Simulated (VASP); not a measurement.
Here is a VASP 6.6.1 calculation.

INCAR

```
ALGO     = Normal         # electronic algorithm
EDIFF    = 1E-7           # SCF threshold, eV
ENCUT    = 520            # plane-wave cutoff, eV
GGA      = PE             # functional
ISIF     = 2              # what is computed and relaxed
ISMEAR   = 0              # smearing method
LASPH    = True           # aspherical terms in the spheres
LCHARG   = True           # write CHGCAR
LELF     = True           # ELF
LREAL    = False          # projectors in reciprocal space
LVHAR    = True         
LWAVE    = False          # write WAVECAR
NBANDS   = 16             # bands
NELM     = 80             # most SCF steps
PREC     = Accurate       # precision mode
SIGMA    = 0.15           # smearing width, eV
```

The input KPOINTS:

```
k-points
0
Gamma
  16 16 16
```

POSCAR

```
GaSb
1.0
   -2.7196500000      2.7196500000      1.6074500000
    2.7196500000     -2.7196500000      1.6074500000
    2.7196500000      2.7196500000     -1.6074500000
Ga Sb
1 1
Direct
    0.2500000000      0.7500000000      0.5000000000
    0.0000000000      0.0000000000      0.0000000000
```

Potentials or basis: VASP PAW PBE potentials, release 64 (Ga_d, Sb).

Launch:

```bash
$ cat potpaw_PBE.64/Ga_d/POTCAR potpaw_PBE.64/Sb/POTCAR > POTCAR
$ mpirun -np 1 vasp_std > vasp.out
```

Q: Estimate the pressure.

A: 1.1 GPa.

Q: What does it give for the band gap on the k mesh?

A: Zero (band 9 reaches 8.62 eV, above the bottom of band 10 at 3.65 eV).

Stress tensor (GPa, compression positive):
```
 1.75  0.00  0.00
 0.00  1.75  0.00
 0.00  0.00 -0.20
```

Caveat: spin-orbit coupling is left out, which moves the levels of the heavy elements.
